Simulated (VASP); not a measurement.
# Ta (Fd-3m) in VASP: further runs

Runs on Ta. Level: PBE. Tasks: single point.

Program: VASP 6.6.1. These are calculated values, not measurements. Logs are shortened: lines on timing, memory, paths and dates and some standing lists are left out, and cuts for length are marked.

## 1. The cell of the first run

The structure is cubic, space group Fd-3m (No. 227). Conventional cell: a = 5.618 Å, b = 5.618 Å, c = 5.618 Å, α = 90.00°, β = 90.00°, γ = 90.00°. Ta (site symmetry -43m) has 4 Ta at 2.43 Å within 3.2 Å.

## 2. Single point, PBE (volume scaled by 0.78)

INCAR reads:

```
PREC = Accurate
ENCUT = 520
EDIFF = 1E-6
ISMEAR = -1
SIGMA = 0.08
LREAL = F
LASPH = T
NELM = 100
ALGO = Normal
ISIF = 2
LWAVE = F
LCHARG = F
GGA = PE
NBANDS = 18
```

KPOINTS reads:

```
regular mesh
0
Gamma
  12 12 12
```

POSCAR reads:

```
Ta
1.0
    0.0000000000      2.8091005194      2.8091005194
    2.8091005194      0.0000000000      2.8091005194
    2.8091005194      2.8091005194      0.0000000000
Ta
2
Direct
   -0.1250000000     -0.1250000000     -0.1250000000
    0.1250000000      0.1250000000      0.1250000000
```

Potentials or basis: VASP PAW PBE potentials, release 64 (Ta_pv).

The run is started by

```console
> cat potpaw_PBE.64/Ta_pv/POTCAR > POTCAR
> mpirun -np 1 vasp_std > vasp.out
```

OUTCAR:

```text
PREC = Accurate
   ENCUT = 520
   EDIFF = 1E-6
   ISMEAR = -1
   LREAL = F
   LASPH = T
   NELM = 100
   ISIF = 2
   GGA = PE

 ion  position               nearest neighbor table
   1  0.875  0.875  0.875-   2 2.43   2 2.43   2 2.43   2 2.43
   2  0.125  0.125  0.125-   1 2.43   1 2.43   1 2.43   1 2.43

  LATTYP: Found a face centered cubic cell.
 ALAT       =     5.6182010388

  Lattice vectors:

 A1 = (   0.0000000000,   2.8091005194,   2.8091005194)
 A2 = (   2.8091005194,   0.0000000000,   2.8091005194)
 A3 = (   2.8091005194,   2.8091005194,   0.0000000000)

Analysis of symmetry for initial positions (statically):
=====================================================================
 Subroutine PRICEL returns:
 Original cell was already a primitive cell.

 Routine SETGRP: Setting up the symmetry group for a
 face centered cubic supercell.

 Subroutine GETGRP returns: Found 48 space group operations
 (whereof 12 operations were pure point group operations)
 out of a pool of 48 trial point group operations.

The static configuration has the point symmetry D_3d.
 The point group associated with its full space group is O_h .

Analysis of symmetry for dynamics (positions and initial velocities):
=====================================================================
 Subroutine PRICEL returns:
 Original cell was already a primitive cell.

 Routine SETGRP: Setting up the symmetry group for a
 face centered cubic supercell.

 Subroutine GETGRP returns: Found 48 space group operations
 (whereof 12 operations were pure point group operations)
 out of a pool of 48 trial point group operations.

The dynamic configuration has the point symmetry D_3d.
 The point group associated with its full space group is O_h .

 Subroutine INISYM returns: Found 48 space group operations
 (whereof 12 operations are pure point group operations),
 and found     1 'primitive' translations

----------------------------------------------------------------------------------------

                                     Primitive cell

  volume of cell :      44.3335

  direct lattice vectors                    reciprocal lattice vectors
     0.000000000  2.809100519  2.809100519    -0.177992919  0.177992919  0.177992919
     2.809100519  0.000000000  2.809100519     0.177992919 -0.177992919  0.177992919
     2.809100519  2.809100519  0.000000000     0.177992919  0.177992919 -0.177992919

  length of vectors
     3.972668053  3.972668053  3.972668053     0.308292778  0.308292778  0.308292778

  position of ions in fractional coordinates (direct lattice)
     0.875000000  0.875000000  0.875000000
     0.125000000  0.125000000  0.125000000

  ion indices of the primitive-cell ions
   primitive index   ion index
                 1           1
                 2           2

----------------------------------------------------------------------------------------

 KPOINTS: regular mesh

Automatic generation of k-mesh.
 Grid dimensions read from file:
 generate k-points for:   12   12   12

 Generating k-lattice:

  Cartesian coordinates                     Fractional coordinates (reciprocal lattice)
    -0.014832743  0.014832743  0.014832743     0.083333333  0.000000000  0.000000000
     0.014832743 -0.014832743  0.014832743     0.000000000  0.083333333  0.000000000
     0.014832743  0.014832743 -0.014832743     0.000000000  0.000000000  0.083333333

  Length of vectors
     0.025691065  0.025691065  0.025691065

  Shift w.r.t. Gamma in fractional coordinates (k-lattice)
     0.000000000  0.000000000  0.000000000

 Subroutine IBZKPT returns following result:
 ===========================================

 Found     72 irreducible k-points:

 Following reciprocal coordinates:
            Coordinates               Weight
  0.000000  0.000000  0.000000      1.000000
  0.083333  0.000000  0.000000      8.000000
  0.166667  0.000000  0.000000      8.000000
  0.250000  0.000000  0.000000      8.000000
  0.333333  0.000000  0.000000      8.000000
  0.416667  0.000000  0.000000      8.000000
[... 16 lines left out ...]
  0.500000  0.166667  0.000000     24.000000
 -0.416667  0.166667  0.000000     24.000000
 [... further k-points ...]
   k-points           NKPTS =     72   k-points in BZ     NKDIM =     72   number of bands    NBANDS=     18
   number of dos      NEDOS =    301   number of ions     NIONS =      2
   total plane-waves  NPLWV =  27000
   dimension x,y,z NGX =    30 NGY =   30 NGZ =   30
   dimension x,y,z NGXF=    60 NGYF=   60 NGZF=   60
   ions per type =               2
   NGX,Y,Z   is equivalent  to a cutoff of  12.55, 12.55, 12.55 a.u.
   NGXF,Y,Z  is equivalent  to a cutoff of  25.11, 25.11, 25.11 a.u.
 SYSTEM =  unknown system
   PREC   = accura    normal or accurate (medium, high low for compatibility)
   ISTART =      0    job   : 0-new  1-cont  2-samecut
   ICHARG =      2    charge: 1-file 2-atom 10-const
   ISPIN  =      1    spin polarized calculation?
   LNONCOLLINEAR =      F non collinear calculations
   LSORBIT =      F    spin-orbit coupling
   LASPH  =      T    aspherical Exc in radial PAW
   ENCUT  =  520.0 eV  38.22 Ry    6.18 a.u.   7.39  7.39  7.39*2*pi/ulx,y,z
   NELM   =    100;   NELMIN=  2; NELMDL= -5     # of ELM steps
   EDIFF  = 0.1E-05   stopping-criterion for ELM
   LREAL  =      F    real-space projection
   EDIFFG = 0.1E-04   stopping-criterion for IOM
   NSW    =      0    number of steps for IOM
   IBRION =     -1    ionic relax: 0-MD 1-quasi-New 2-CG
   NFREE  =      0    steps in history (QN), initial steepest desc. (CG)
   ISIF   =      2    stress and relaxation
   ISYM   =      2    0-nonsym 1-usesym 2-fastsym
   POTIM  = 0.5000    time-step for ionic-motion
   TEBEG  =    0.0;   TEEND  =   0.0 temperature during run
   PSTRESS=    0.0 pullay stress
   NELECT =      22.0000    total number of electrons
   NUPDOWN=      -1.0000    fix difference up-down
   EMIN   =  10.00;   EMAX   =-10.00  energy-range for DOS
   EFERMI =   0.00;   METHOD = LEGACY
   ISMEAR =    -1;   SIGMA  =   0.08  broadening in eV -4-tet -1-fermi 0-gaus
   EFERMI_NEDOS =   21; number of points for ismear=-14 and -15
   IALGO  =     38    algorithm
   IMIX   =      4    mixing-type and parameters
     AMIX     =   0.40;   BMIX     =  1.00
     AMIX_MAG =   1.60;   BMIX_MAG =  1.00
  volume/ion in A,a.u.               =      22.17       149.59
  Fermi-wavevector in a.u.,A,eV,Ry     =   1.296100  2.449273 22.856083  1.679875
  Thomas-Fermi vector in A             =   2.427578
   LORBIT       =      0    0 simple, 1 ext, 2 COOP (PROOUT), +10 PAW based schemes
   GGA     = PE    functional components
   LHFCALC =     F    Hartree Fock is set to
   AEXX    =    0.0000 exact exchange contribution
   IVDW    =     0    specifies the selected vdW correction
   LEPSILON=     F    determine dielectric tensor
   LRPA    =     F    only Hartree local field effects (RPA)
 non-spin polarized calculation
  energy-cutoff  :      520.00
  volume of cell :       44.33
 maximum number of plane-waves:      1243
 NGX is ok and might be reduce to    30
   NGX = 15   NGY = 15   NGZ = 15

 number of electron      22.0000006 magnetization

 Free energy of the ion-electron system (eV)
  ---------------------------------------------------
  ext. energy  EPLUGINS =         0.00000000
  ---------------------------------------------------
  free energy    TOTEN  =       -17.02185384 eV

  energy without entropy =      -16.95158832  energy(sigma->0) =      -16.98672108

 E-fermi :   3.6612     XC(G=0): -11.1473

 val. band max:        3.6520594349   @ k =   0.4167   0.0833   0.0000
 cond. band min:       3.6650957775   @ k =  -0.2500   0.4167   0.1667
 fundamental gap:      0.0130363425
 Fermi energy:         3.6612321179

 k-point     1 :       0.0000    0.0000    0.0000
  band No.  band energies     occupation
      1     -30.6672      2.00000
      2     -30.6672      2.00000
      3     -30.6672      2.00000
      4     -29.1603      2.00000
      5     -29.1603      2.00000
      6     -29.1603      2.00000
[... 10 lines left out ...]
     17      11.1506      0.00000
     18      14.4811      0.00000

 k-point     2 :       0.0833    0.0000    0.0000
  band No.  band energies     occupation
      1     -30.6806      2.00000
      2     -30.6806      2.00000
      3     -30.6676      2.00000
      4     -29.1611      2.00000
      5     -29.1451      2.00000
      6     -29.1451      2.00000
[... 10 lines left out ...]
     17      11.1111      0.00000
     18      14.2627      0.00000

 k-point     3 :       0.1667    0.0000    0.0000
  band No.  band energies     occupation
      1     -30.7159      2.00000
      2     -30.7159      2.00000
      3     -30.6695      2.00000
      4     -29.1627      2.00000
      5     -29.1049      2.00000
      6     -29.1049      2.00000
[... 10 lines left out ...]
     17      10.9856      0.00000
     18      14.0439      0.00000

 k-point     4 :       0.2500    0.0000    0.0000
  band No.  band energies     occupation
      1     -30.7614      2.00000
      2     -30.7614      2.00000
      3     -30.6734      2.00000
      4     -29.1630      2.00000
      5     -29.0527      2.00000
      6     -29.0527      2.00000
[... 375 lines left out ...]
      4     -29.3814      2.00000
      5     -28.9085      2.00000
      6     -28.8706      2.00000
[... 10 lines left out ...]
     17      10.6573      0.00000
     18      11.1545      0.00000

 k-point    23 :       0.5000    0.1667    0.0000
  band No.  band energies     occupation
      1     -30.9721      2.00000
      2     -30.8932      2.00000
      3     -30.4557      2.00000
      4     -29.3895      2.00000
      5     -28.9002      2.00000
      6     -28.8306      2.00000
[... 10 lines left out ...]
     17       9.8613      0.00000
     18      10.0028      0.00000

 k-point    24 :      -0.4167    0.1667    0.0000
  band No.  band energies     occupation
      1     -30.9868      2.00000
      2     -30.8785      2.00000
      3     -30.4644      2.00000
      4     -29.3779      2.00000
      5     -28.9170      2.00000
      6     -28.8160      2.00000
[... 10 lines left out ...]
     17       9.8741      0.00000
     18      10.2704      0.00000

 [... further k-points ...]

------------------------ aborting loop because EDIFF is reached ----------------------------------------

  FORCE on cell =-STRESS in cart. coord.  units (eV):
  Direction    XX          YY          ZZ          XY          YZ          ZX
  --------------------------------------------------------------------------------------
  -------------------------------------------------------------------------------------
  Total        7.4558704      7.4558704      7.4558704     -0.0000000     -0.0000000      0.0000000
  in kB      269.4493231    269.4493231    269.4493231     -0.0000000     -0.0000000      0.0000000
  external PRESSURE =     269.4493231 kB  Pullay stress =       0.0000000 kB

 VOLUME and BASIS-vectors are now :
 -----------------------------------------------------------------------------
  energy-cutoff  :      520.00
  volume of cell :       44.33
      direct lattice vectors                 reciprocal lattice vectors
     0.000000000  2.809100519  2.809100519    -0.177992919  0.177992919  0.177992919
     2.809100519  0.000000000  2.809100519     0.177992919 -0.177992919  0.177992919
     2.809100519  2.809100519  0.000000000     0.177992919  0.177992919 -0.177992919

 POSITION                                       TOTAL-FORCE (eV/Angst)
 -----------------------------------------------------------------------------------
      4.91593      4.91593      4.91593        -0.000000     -0.000000     -0.000000
      0.70228      0.70228      0.70228         0.000000      0.000000      0.000000
 -----------------------------------------------------------------------------------
    total drift:                               -0.000000      0.000000      0.000000

  FREE ENERGIE OF THE ION-ELECTRON SYSTEM (eV)
  ---------------------------------------------------
  free  energy   TOTEN  =       -17.0218538382 eV

  energy  without entropy=      -16.9515883189  energy(sigma->0) =      -16.98672108
```

Run time: 54 s. Hardware: 1 thread of Intel Xeon 6975P-C, shared host; peak memory 0.19 GiB.

Results:

| Item | Value |
| --- | --- |
| Free energy | -17.0219 eV |
| Pressure | 26.9 GPa |
| Band gap on the k mesh | zero (band 11 reaches 4.19 eV, above the bottom of band 12 at 2.97 eV) |

Caveat: spin-orbit coupling is left out, which moves the levels of the heavy elements.

(Part 1 of 2 ends here.)
